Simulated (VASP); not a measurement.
# PtC2: relaxation of cell and atoms with PBE+D3(BJ)

PtC2:

```
CELL_PARAMETERS angstrom
1.82972 1.05639 2.63058
-1.82972 1.05639 2.63058
0.00000 -2.11278 2.63058
ATOMIC_POSITIONS crystal
Pt 0.50000 0.50000 0.50000
C 0.77098 0.77098 0.77098
C 0.22902 0.22902 0.22902
```

```yaml
Program: VASP 6.6.1
Task: relaxation of cell and atoms
Functional: PBE
Dispersion: D3(BJ)
Potentials_or_basis: VASP PAW PBE potentials, release 64 (Pt, C)
Cutoff: 600 eV
k_mesh: 18 × 18 × 18
Occupations: gaussian, width 0.1 eV
Spin: no spin polarisation
Dipole_correction: no
Further_INCAR_settings: ALGO = Normal; EDIFF = 1e-06; IBRION = 2; EDIFFG = -0.01; NSW = 100; ISIF = 3
```

* Relaxed volume: 10.13 Å³/atom
* Relaxed cell: a = 3.362 Å, b = 3.362 Å, c = 3.362 Å, α = 66.02°, β = 66.02°, γ = 66.02°
* Space group after relaxing (to 0.05 Å): R-3m (No. 166)
* Energy gained by relaxing: 0.4 meV/atom
* Ionic steps: 7
* Pressure after relaxing: 0.0 GPa
* Band gap on the k mesh: zero (band 9 reaches 11.00 eV, above the bottom of band 10 at 7.88 eV)
* Dispersion energy per atom: -0.336 eV

The path:
```tsv
step	energy change (eV)	largest force (eV/Å)	pressure (GPa)	volume (Å³)
1	0.0000	0.0164	-0.80	30.51
2	-0.0003	0.0899	1.09	30.28
3	-0.0007	0.0422	0.26	30.38
4	-0.0009	0.0443	-0.12	30.41
5	-0.0009	0.0455	-0.21	30.42
6	-0.0011	0.0151	-0.08	30.39
7	-0.0011	0.0006	-0.03	30.38
```

Final structure:
```yaml
crystal:
  lattice:
    - [1.83169, 1.05753, 2.61386]
    - [-1.83169, 1.05753, 2.61386]
    - [0.00000, -2.11505, 2.61386]
  atoms:
    - { symbol: Pt, position: [0.50000, 0.50000, 0.50000] }
    - { symbol: C, position: [0.77174, 0.77174, 0.77174] }
    - { symbol: C, position: [0.22826, 0.22826, 0.22826] }
```

Levels at points of the mesh, in eV from the Fermi level:
```tsv
k point	band 7	band 8	band 9	band 10	band 11	band 12
(0.00, 0.00, 0.00)	-3.96	1.11	1.95	1.95	4.53	4.53
(0.50, 0.00, 0.00)	-2.87	-2.47	-1.06	0.78	2.09	4.43
(0.50, 0.50, 0.00)	-3.33	-3.04	-2.49	1.48	3.41	4.92
(0.50, 0.50, 0.50)	-3.27	-2.22	-0.94	-0.94	3.22	4.23
```

Wall time 6.8 min on 1 thread of Intel(R) Xeon(R) 6975P-C (Granite Rapids) (shared host), peak memory 0.44 GiB.

Caveat: spin-orbit coupling is left out, which moves the levels of the heavy elements; pairwise dispersion overbinds metals, which lowers pressure and volume.
